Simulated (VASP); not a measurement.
The system is ZnW.

```
Zn W
1.0
     0.00000    3.18611    3.18611
     3.18611    0.00000    3.18611
     3.18611    3.18611    0.00000
Zn W
2 2
Direct
  0.50000 0.50000 0.50000
  0.75000 0.75000 0.75000
  0.00000 0.00000 0.00000
  0.25000 0.25000 0.25000
```

| Quantity | Value |
| --- | --- |
| Program | VASP 6.6.1 |
| Task | relaxation of cell and atoms |
| Functional | PBE |
| Potentials or basis | VASP PAW PBE potentials, release 64 (Zn, W_sv) |
| Cutoff | 600 eV |
| k mesh | 6 × 6 × 6 |
| Occupations | gaussian, width 0.1 eV |
| Spin | no spin polarisation |

At the start: pressure -8.3 GPa; volume 16.17 Å³/atom.

Q: How do energy, volume and symmetry change on relaxing?

A: Over 3 steps the energy falls by 21.4 meV/atom and the volume is 15.40 Å³/atom (-4.8 %); space group Fd-3m (No. 227, to 0.1 Å) before and after.

Step by step:
```tsv
step	energy change (eV)	largest force (eV/Å)	pressure (GPa)	volume (Å³)
1	0.0000	0.0000	-8.33	64.69
2	0.1282	0.0000	16.58	57.13
3	-0.0855	0.0000	-0.17	61.61
```

Final structure:
```
Zn W
1.0
     0.00000    3.13480    3.13480
     3.13480    0.00000    3.13480
     3.13480    3.13480    0.00000
Zn W
2 2
Cartesian
  3.1348 3.1348 3.1348
  4.7022 4.7022 4.7022
  0.0000 0.0000 0.0000
  1.5674 1.5674 1.5674
```
